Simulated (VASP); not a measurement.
# ZnO2 (Pa-3) in VASP: single point with LDA

Aim: the single point of ZnO2 with LDA.

All numbers are computed with VASP 6.6.1; they aren't measurements. Logs are shortened: lines on timing, memory, paths and dates and some standing lists are left out, and cuts for length are marked.

## Step 1: The cell of the first run

Symmetry: Pa-3, No. 205, cubic system. The conventional cell has a = 4.802 Å, b = 4.802 Å, c = 4.802 Å, α = 90.00°, β = 90.00°, γ = 90.00°. Within 2.7 Å of Zn (site symmetry -3) lie 6 O at 2.07 Å. O (site symmetry 3) has 1 O at 1.46 Å within 1.9 Å.

## Step 2: Single point, LDA

The input, INCAR:

```
SYSTEM = ZnO2
PREC = Accurate
ENCUT = 520
EDIFF = 1E-6
ISMEAR = 0
SIGMA = 0.05
LREAL = .FALSE.
LASPH = .TRUE.
NELM = 60
ALGO = Normal
ISIF = 2
LWAVE = .FALSE.
LCHARG = .TRUE.
LELF = .TRUE.
LVHAR = .TRUE.
NBANDS = 60
```

The input, KPOINTS:

```
Automatic mesh
0
G
  6 6 6
  0 0 0
```

The input, POSCAR:

```
ZnO2
1.0
    4.8023117800      0.0000000000      0.0000000000
    0.0000000000      4.8023117800      0.0000000000
    0.0000000000      0.0000000000      4.8023117800
Zn O
4 8
Direct
    0.0000000000      0.5000000000      0.5000000000
    0.5000000000      0.5000000000      0.0000000000
    0.5000000000      0.0000000000      0.5000000000
    0.0000000000      0.0000000000      0.0000000000
    0.4124106084      0.0875893916      0.9124106084
    0.0875893916      0.9124106084      0.4124106084
    0.9124106084      0.4124106084      0.0875893916
    0.5875893916      0.5875893916      0.5875893916
    0.4124106084      0.4124106084      0.4124106084
    0.0875893916      0.5875893916      0.9124106084
    0.9124106084      0.0875893916      0.5875893916
    0.5875893916      0.9124106084      0.0875893916
```

Potentials or basis: VASP PAW LDA potentials, release 64 (Zn, O).

Started as:

```console
cat potpaw_LDA.64/Zn/POTCAR potpaw_LDA.64/O/POTCAR > POTCAR
mpirun -np 1 vasp_std > vasp.out
```

OUTCAR:

```text
SYSTEM = ZnO2
   PREC = Accurate
   ENCUT = 520
   EDIFF = 1E-6
   ISMEAR = 0
   LREAL = .FALSE.
   LASPH = .TRUE.
   NELM = 60
   ISIF = 2

 ion  position               nearest neighbor table
   1  0.000  0.500  0.500-   6 2.07   7 2.07   8 2.07   9 2.07  10 2.07  11 2.07
   2  0.500  0.500  0.000-   5 2.07   7 2.07   8 2.07   9 2.07  10 2.07  12 2.07
   3  0.500  0.000  0.500-   5 2.07   6 2.07   8 2.07   9 2.07  11 2.07  12 2.07
   4  0.000  0.000  0.000-   5 2.07   6 2.07   7 2.07  10 2.07  11 2.07  12 2.07
   5  0.412  0.088  0.912-  12 1.46   3 2.07   4 2.07   2 2.07
   6  0.088  0.912  0.412-  11 1.46   3 2.07   4 2.07   1 2.07
   7  0.912  0.412  0.088-  10 1.46   2 2.07   4 2.07   1 2.07
   8  0.588  0.588  0.588-   9 1.46   2 2.07   3 2.07   1 2.07
   9  0.412  0.412  0.412-   8 1.46   2 2.07   3 2.07   1 2.07
  10  0.088  0.588  0.912-   7 1.46   2 2.07   4 2.07   1 2.07
  11  0.912  0.088  0.588-   6 1.46   3 2.07   4 2.07   1 2.07
  12  0.588  0.912  0.088-   5 1.46   3 2.07   4 2.07   2 2.07

  LATTYP: Found a simple cubic cell.
 ALAT       =     4.8023117800

  Lattice vectors:

 A1 = (   4.8023117800,   0.0000000000,   0.0000000000)
 A2 = (   0.0000000000,   4.8023117800,   0.0000000000)
 A3 = (   0.0000000000,   0.0000000000,   4.8023117800)

Analysis of symmetry for initial positions (statically):
=====================================================================
 Subroutine PRICEL returns:
 Original cell was already a primitive cell.

 Routine SETGRP: Setting up the symmetry group for a
 simple cubic supercell.

 Subroutine GETGRP returns: Found 24 space group operations
 (whereof  6 operations were pure point group operations)
 out of a pool of 48 trial point group operations.

The static configuration has the point symmetry S_6 .
 The point group associated with its full space group is T_h .

Analysis of symmetry for dynamics (positions and initial velocities):
=====================================================================
 Subroutine PRICEL returns:
 Original cell was already a primitive cell.

 Routine SETGRP: Setting up the symmetry group for a
 simple cubic supercell.

 Subroutine GETGRP returns: Found 24 space group operations
 (whereof  6 operations were pure point group operations)
 out of a pool of 48 trial point group operations.

The dynamic configuration has the point symmetry S_6 .
 The point group associated with its full space group is T_h .

 Subroutine INISYM returns: Found 24 space group operations
 (whereof  6 operations are pure point group operations),
 and found     1 'primitive' translations

----------------------------------------------------------------------------------------

                                     Primitive cell

  volume of cell :     110.7519

  direct lattice vectors                    reciprocal lattice vectors
     4.802311780  0.000000000  0.000000000     0.208233044  0.000000000  0.000000000
     0.000000000  4.802311780  0.000000000     0.000000000  0.208233044  0.000000000
     0.000000000  0.000000000  4.802311780     0.000000000  0.000000000  0.208233044

  length of vectors
     4.802311780  4.802311780  4.802311780     0.208233044  0.208233044  0.208233044

  position of ions in fractional coordinates (direct lattice)
     0.000000000  0.500000000  0.500000000
     0.500000000  0.500000000  0.000000000
     0.500000000  0.000000000  0.500000000
     0.000000000  0.000000000  0.000000000
     0.412410608  0.087589392  0.912410608
     0.087589392  0.912410608  0.412410608
     0.912410608  0.412410608  0.087589392
     0.587589392  0.587589392  0.587589392
     0.412410608  0.412410608  0.412410608
     0.087589392  0.587589392  0.912410608
     0.912410608  0.087589392  0.587589392
     0.587589392  0.912410608  0.087589392

  ion indices of the primitive-cell ions
   primitive index   ion index
                 1           1
                 2           2
                 3           3
                 4           4
                 5           5
                 6           6
                 7           7
                 8           8
                 9           9
                10          10
                11          11
                12          12

----------------------------------------------------------------------------------------

 KPOINTS: Automatic mesh

Automatic generation of k-mesh.
 Grid dimensions read from file:
 generate k-points for:    6    6    6

 Generating k-lattice:

  Cartesian coordinates                     Fractional coordinates (reciprocal lattice)
     0.034705507  0.000000000  0.000000000     0.166666667  0.000000000  0.000000000
     0.000000000  0.034705507  0.000000000     0.000000000  0.166666667  0.000000000
     0.000000000  0.000000000  0.034705507     0.000000000  0.000000000  0.166666667

  Length of vectors
     0.034705507  0.034705507  0.034705507

  Shift w.r.t. Gamma in fractional coordinates (k-lattice)
     0.000000000  0.000000000  0.000000000

 Subroutine IBZKPT returns following result:
 ===========================================

 Found     24 irreducible k-points:

 Following reciprocal coordinates:
            Coordinates               Weight
  0.000000  0.000000  0.000000      1.000000
  0.166667  0.000000  0.000000      6.000000
  0.333333  0.000000  0.000000      6.000000
  0.500000  0.000000  0.000000      3.000000
  0.166667  0.166667  0.000000     12.000000
  0.333333  0.166667  0.000000     12.000000
[... 16 lines left out ...]
  0.500000  0.500000  0.333333      6.000000
  0.500000  0.500000  0.500000      1.000000
   k-points           NKPTS =     24   k-points in BZ     NKDIM =     24   number of bands    NBANDS=     60
   number of dos      NEDOS =    301   number of ions     NIONS =     12
   total plane-waves  NPLWV =  46656
   dimension x,y,z NGX =    36 NGY =   36 NGZ =   36
   dimension x,y,z NGXF=    72 NGYF=   72 NGZF=   72
   ions per type =               4   8
   NGX,Y,Z   is equivalent  to a cutoff of  12.46, 12.46, 12.46 a.u.
   NGXF,Y,Z  is equivalent  to a cutoff of  24.92, 24.92, 24.92 a.u.
 SYSTEM =  ZnO2
   PREC   = accura    normal or accurate (medium, high low for compatibility)
   ISTART =      0    job   : 0-new  1-cont  2-samecut
   ICHARG =      2    charge: 1-file 2-atom 10-const
   ISPIN  =      1    spin polarized calculation?
   LNONCOLLINEAR =      F non collinear calculations
   LSORBIT =      F    spin-orbit coupling
   LASPH  =      T    aspherical Exc in radial PAW
   ENCUT  =  520.0 eV  38.22 Ry    6.18 a.u.   8.93  8.93  8.93*2*pi/ulx,y,z
   NELM   =     60;   NELMIN=  2; NELMDL= -5     # of ELM steps
   EDIFF  = 0.1E-05   stopping-criterion for ELM
   LREAL  =      F    real-space projection
   EDIFFG = 0.1E-04   stopping-criterion for IOM
   NSW    =      0    number of steps for IOM
   IBRION =     -1    ionic relax: 0-MD 1-quasi-New 2-CG
   NFREE  =      0    steps in history (QN), initial steepest desc. (CG)
   ISIF   =      2    stress and relaxation
   ISYM   =      2    0-nonsym 1-usesym 2-fastsym
   POTIM  = 0.5000    time-step for ionic-motion
   TEBEG  =    0.0;   TEEND  =   0.0 temperature during run
   PSTRESS=    0.0 pullay stress
   NELECT =      96.0000    total number of electrons
   NUPDOWN=      -1.0000    fix difference up-down
   EMIN   =  10.00;   EMAX   =-10.00  energy-range for DOS
   EFERMI =   0.00;   METHOD = LEGACY
   ISMEAR =     0;   SIGMA  =   0.05  broadening in eV -4-tet -1-fermi 0-gaus
   EFERMI_NEDOS =   21; number of points for ismear=-14 and -15
   IALGO  =     38    algorithm
   IMIX   =      4    mixing-type and parameters
     AMIX     =   0.40;   BMIX     =  1.00
     AMIX_MAG =   1.60;   BMIX_MAG =  1.00
  volume/ion in A,a.u.               =       9.23        62.28
  Fermi-wavevector in a.u.,A,eV,Ry     =   1.560923  2.949717 33.150343  2.436481
  Thomas-Fermi vector in A             =   2.664064
   LORBIT       =      0    0 simple, 1 ext, 2 COOP (PROOUT), +10 PAW based schemes
   GGA     = CA    functional components
   LHFCALC =     F    Hartree Fock is set to
   AEXX    =    0.0000 exact exchange contribution
   IVDW    =     0    specifies the selected vdW correction
   LEPSILON=     F    determine dielectric tensor
   LRPA    =     F    only Hartree local field effects (RPA)
 non-spin polarized calculation
 Gauss-broadening in eV      SIGMA  =   0.05
  energy-cutoff  :      520.00
  volume of cell :      110.75
 maximum number of plane-waves:      3016
   NGX = 17   NGY = 17   NGZ = 17

 number of electron      96.0000200 magnetization

 Free energy of the ion-electron system (eV)
  ---------------------------------------------------
  ext. energy  EPLUGINS =         0.00000000
  ---------------------------------------------------
  free energy    TOTEN  =       -62.78105205 eV

  energy without entropy =      -62.78105205  energy(sigma->0) =      -62.78105205

 E-fermi :   3.6881     XC(G=0): -12.4801

 val. band max:        3.4696433146   @ k =   0.0000   0.0000   0.0000
 cond. band min:       5.7871972115   @ k =   0.1667   0.1667   0.1667
 fundamental gap:      2.3175538969
 Fermi energy:         3.6881416508

 k-point     1 :       0.0000    0.0000    0.0000
  band No.  band energies     occupation
      1     -19.5786      2.00000
      2     -18.7324      2.00000
      3     -18.7324      2.00000
      4     -18.7324      2.00000
      5     -12.4998      2.00000
      6     -12.4998      2.00000
[... 52 lines left out ...]
     59      13.6681      0.00000
     60      14.6309      0.00000

 k-point     2 :       0.1667    0.0000    0.0000
  band No.  band energies     occupation
      1     -19.5221      2.00000
      2     -18.7882      2.00000
      3     -18.7244      2.00000
      4     -18.7243      2.00000
      5     -12.5149      2.00000
      6     -12.5075      2.00000
[... 1383 lines left out ...]
      4     -18.8588      2.00000
      5     -12.7128      2.00000
      6     -12.7128      2.00000
[... 52 lines left out ...]
     59      10.4761      0.00000
     60      10.4761      0.00000

------------------------ aborting loop because EDIFF is reached ----------------------------------------

  FORCE on cell =-STRESS in cart. coord.  units (eV):
  Direction    XX          YY          ZZ          XY          YZ          ZX
  --------------------------------------------------------------------------------------
  -------------------------------------------------------------------------------------
  Total        1.2902207      1.2902207      1.2902207     -0.0000000     -0.0000000      0.0000000
  in kB       18.6648086     18.6648086     18.6648086     -0.0000000     -0.0000000      0.0000000
  external PRESSURE =      18.6648086 kB  Pullay stress =       0.0000000 kB

 VOLUME and BASIS-vectors are now :
 -----------------------------------------------------------------------------
  energy-cutoff  :      520.00
  volume of cell :      110.75
      direct lattice vectors                 reciprocal lattice vectors
     4.802311780  0.000000000  0.000000000     0.208233044  0.000000000  0.000000000
     0.000000000  4.802311780  0.000000000     0.000000000  0.208233044  0.000000000
     0.000000000  0.000000000  4.802311780     0.000000000  0.000000000  0.208233044

 POSITION                                       TOTAL-FORCE (eV/Angst)
 -----------------------------------------------------------------------------------
      0.00000      2.40116      2.40116        -0.000000      0.000000     -0.000000
      2.40116      2.40116      0.00000        -0.000000      0.000000     -0.000000
      2.40116      0.00000      2.40116        -0.000000      0.000000     -0.000000
      0.00000      0.00000      0.00000        -0.000000      0.000000     -0.000000
      1.98052      0.42063      4.38168        -0.177991      0.177991     -0.177991
      0.42063      4.38168      1.98052         0.177991     -0.177991     -0.177991
      4.38168      1.98052      0.42063        -0.177991     -0.177991      0.177991
      2.82179      2.82179      2.82179         0.177991      0.177991      0.177991
      1.98052      1.98052      1.98052        -0.177991     -0.177991     -0.177991
      0.42063      2.82179      4.38168         0.177991      0.177991     -0.177991
      4.38168      0.42063      2.82179        -0.177991      0.177991      0.177991
      2.82179      4.38168      0.42063         0.177991     -0.177991      0.177991
 -----------------------------------------------------------------------------------
    total drift:                                0.000000      0.000000     -0.000000

  FREE ENERGIE OF THE ION-ELECTRON SYSTEM (eV)
  ---------------------------------------------------
  free  energy   TOTEN  =       -62.7810520456 eV

  energy  without entropy=      -62.7810520456  energy(sigma->0) =      -62.78105205
```

Run time: 2.1 min. Hardware: 1 thread of Intel Xeon Platinum 8175M at 2.50GHz (Skylake/Cascade Lake), shared host; peak memory 0.24 GiB.

What came out:

- Free energy: -62.7811 eV
- Pressure: 1.9 GPa
- Largest force: 0.308 eV/Å
- Band gap on the k mesh: 2.32 eV, indirect (least direct gap 2.47 eV)

Forces on the atoms (eV/Å):
```
Zn   0.000  0.000  0.000
Zn   0.000  0.000  0.000
Zn   0.000  0.000  0.000
Zn   0.000  0.000  0.000
O   -0.178  0.178 -0.178
O    0.178 -0.178 -0.178
O   -0.178 -0.178  0.178
O    0.178  0.178  0.178
O   -0.178 -0.178 -0.178
O    0.178  0.178 -0.178
O   -0.178  0.178  0.178
O    0.178 -0.178  0.178
```
